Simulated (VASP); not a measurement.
**O: single point with PBE**

Crystal: O.

```xyz
2
Lattice="-1.6876 1.6876 1.3025 1.6876 -1.6876 1.3025 1.6876 1.6876 -1.3025" Properties=species:S:1:pos:R:3 pbc="T T T"
O     0.0000   -0.8438   -0.3256
O     0.0000    0.8438    0.3256
```

```
Program                : VASP 6.6.1
Task                   : single point
Functional             : PBE
Potentials or basis    : VASP PAW PBE potentials, release 64 (O)
Cutoff                 : 520 eV
k mesh                 : 19 × 19 × 19
Occupations            : fermi-dirac, width 0.05 eV
Spin                   : no spin polarisation
Dipole correction      : no
Further INCAR settings : ALGO = Normal; EDIFF = 1e-06; NBANDS = 13
```

```
Pressure               : 25.8 GPa
Band gap on the k mesh : zero (bands 6 and 7 overlap by 0.14 eV)
```

Stress tensor (GPa, compression positive):
```
25.94  0.00  0.00
 0.00 25.94  0.00
 0.00  0.00 25.52
```

Levels at points of the mesh, in eV from the Fermi level:
| k point | band 4 | band 5 | band 6 | band 7 | band 8 | band 9 |
| --- | --- | --- | --- | --- | --- | --- |
| (0.00, 0.00, 0.00) | -5.50 | -1.43 | -1.11 | 1.60 | 1.60 | 14.92 |

It took 42 s on 1 thread of AMD EPYC 9R45 96-Core Processor (Zen 5), with other jobs on the host, peak memory 0.15 GiB.

Caveat: the cell stands under pressure.
